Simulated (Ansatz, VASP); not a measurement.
Ga3PN2: VASP beside Ansatz

```
Ga P N
1.0
     3.16447    0.00000    0.00000
    -1.58223    2.74051    0.00000
     0.00000    0.00000    8.38337
Ga P N
3 1 2
Cartesian
  0.0000 0.0000 4.1917
  1.5822 0.9135 6.6269
  0.0000 1.8270 1.7565
  0.0000 0.0000 0.0000
  1.5822 0.9135 2.9460
  0.0000 1.8270 5.4373
```

Change from the starting cell: species swapped into the Li3GdBi2 type (P-3m1, No. 164).

Alike in both runs: functional PBE; k mesh 12 × 12 × 6; occupations gaussian, width 0.1 eV; no spin polarisation.

Ansatz relaxed the structure, and its values are those at the end. VASP's run is a single point on that final structure, the one shown.

|  | VASP | Ansatz |
| --- | --- | --- |
| version | VASP 6.6.1 | Ansatz 0.2.0 |
| potentials or method | VASP PAW PBE potentials, release 64 (Ga_d, P, N), cutoff 520 eV | scalar-relativistic, plane waves, PAW |
| valence electrons in the cell | 54 | 54 |

```csv
,VASP,Ansatz,Ansatz less VASP
gap on the k mesh at the Fermi level (eV),none,none,-
pressure (GPa),0.4,0.0,-0.36
rms of the force components (eV/Å),0.010,0.000,-0.0097
```

A gap of «none» marks a metal or a gap that the smearing closes. The functional is the same, so the differences come from potentials, cutoffs and numerics.
